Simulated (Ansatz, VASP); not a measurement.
**InSe: VASP beside Ansatz**

The input INCAR:

```
  PREC = Accurate
  ENCUT = 520
  EDIFF = 1E-7
  ISMEAR = 0
  SIGMA = 0.05
  LREAL = F
  LASPH = T
  NELM = 100
  ALGO = Normal
  ISIF = 2
  LWAVE = F
  LCHARG = F
  GGA = PS
  NBANDS = 27
```

File KPOINTS:

```
Automatic mesh
0
Gamma
  8 8 6
```

Contents of POSCAR:

```
InSe
1.0
    5.8749264423     -2.0552742521     -0.0052948673
    5.8749264423      2.0552742521     -0.0052948673
   -1.6051187023      0.0000000000      4.2720903652
In Se
2 2
Direct
    0.8858026589      0.8858026589      0.0290539339
    0.1141973411      0.1141973411      0.9709460661
    0.6806574876      0.6806574876      0.6814357359
    0.3452787783      0.3452787783      0.3625132294
```

Input for Ansatz:

```yaml
crystal:
  lattice:
    - [5.8749264423, -2.0552742521, -0.0052948673]
    - [5.8749264423, 2.0552742521, -0.0052948673]
    - [-1.6051187023, 0.0, 4.2720903652]
  atoms:
    - { symbol: In, position: [0.8858026589, 0.8858026589, 0.0290539339] }
    - { symbol: In, position: [0.1141973411, 0.1141973411, 0.9709460661] }
    - { symbol: Se, position: [0.6806574876, 0.6806574876, 0.6814357359] }
    - { symbol: Se, position: [0.3452787783, 0.3452787783, 0.3625132294] }
basis:
  ecutwfc: 420
kpoints:
  mp_grid: { grid: [8, 8, 6] }
hamiltonian:
  xc: pbesol
scf:
  occupations: { method: gaussian, width: 0.05 }
output:
  forces: true
  stress: true
  eigenvalues: true
```

Alike in both runs: task single point; functional PBEsol; k mesh 8 × 8 × 6; occupations gaussian, width 0.05 eV; no spin polarisation.

|  | VASP | Ansatz |
| --- | --- | --- |
| version | VASP 6.6.1 | Ansatz 0.2.0 |
| potentials or method | VASP PAW PBE potentials, release 64 (In_d, Se), cutoff 520 eV | scalar-relativistic, plane waves, PAW |
| valence electrons in the cell | 38 | 58 |

```tsv
	VASP	Ansatz	Ansatz less VASP
gap on the k mesh at the Fermi level (eV)	1.11	1.12	+0.006
least direct gap on the mesh (eV)	1.16	1.16	+0.004
pressure (GPa)	3.6	3.5	-0.07
traceless stress, the component that is largest in VASP (GPa)	5.07	5.06	-0.014
rms of the force components (eV/Å)	1.172	1.166	-0.0063
```

VASP's potentials were made for PBE, not for PBEsol. Atom by atom the forces differ by 0.011 eV/Å (rms over components). VASP's potentials hold 38 valence electrons a cell and Ansatz's 58, so a difference there can come from the potentials and not from the codes.
